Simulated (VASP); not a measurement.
A run of VASP 6.6.1 is set up as follows.

INCAR

```
SYSTEM = Si3Ru
PREC = Accurate
ENCUT = 560
EDIFF = 1E-7
ISMEAR = 0
SIGMA = 0.1
LREAL = .False.
LASPH = .True.
NELM = 120
ALGO = Normal
ISIF = 3
LWAVE = .False.
LCHARG = .False.
GGA = PE
IBRION = 2
NSW = 90
EDIFFG = -0.04
GGA_COMPAT = .False.
NELMIN = 4
```

Contents of KPOINTS:

```
Automatic mesh
0
Gamma
  8 8 2
  0 0 0
```

Contents of POSCAR:

```
Si3Ru
1.0
    1.4058792500     -2.2008184000      0.0000000000
    1.4058792500      2.2008184000      0.0000000000
    0.0000000000      0.0000000000      8.8079921800
Si Ru
3 1
Direct
    0.5000000000      0.5000000000      0.7533087700
    0.0000000000      0.0000000000      0.5000000000
    0.5000000000      0.5000000000      0.2466912300
    0.0000000000      0.0000000000      0.0000000000
```

Potentials or basis: VASP PAW PBE potentials, release 64 (Si, Ru_sv).

Command:

```console
$ cat potpaw_PBE.64/Si/POTCAR potpaw_PBE.64/Ru_sv/POTCAR > POTCAR
$ mpirun -np 1 vasp_std > vasp.out
```

(1) What does it give for the relaxed volume?

(2) What does it give for the band gap on the k mesh?

(3) Estimate the relaxed cell.

(4) Predict the space group after relaxing (to 0.1 Å).

## Answers

(1) 14.32 Å³/atom.

(2) zero (bands 14 and 15 overlap by 2.90 eV).

(3) a = 2.847 Å, b = 2.847 Å, c = 7.803 Å, α = 90.00°, β = 90.00°, γ = 115.15°.

(4) Cmmm (No. 65).
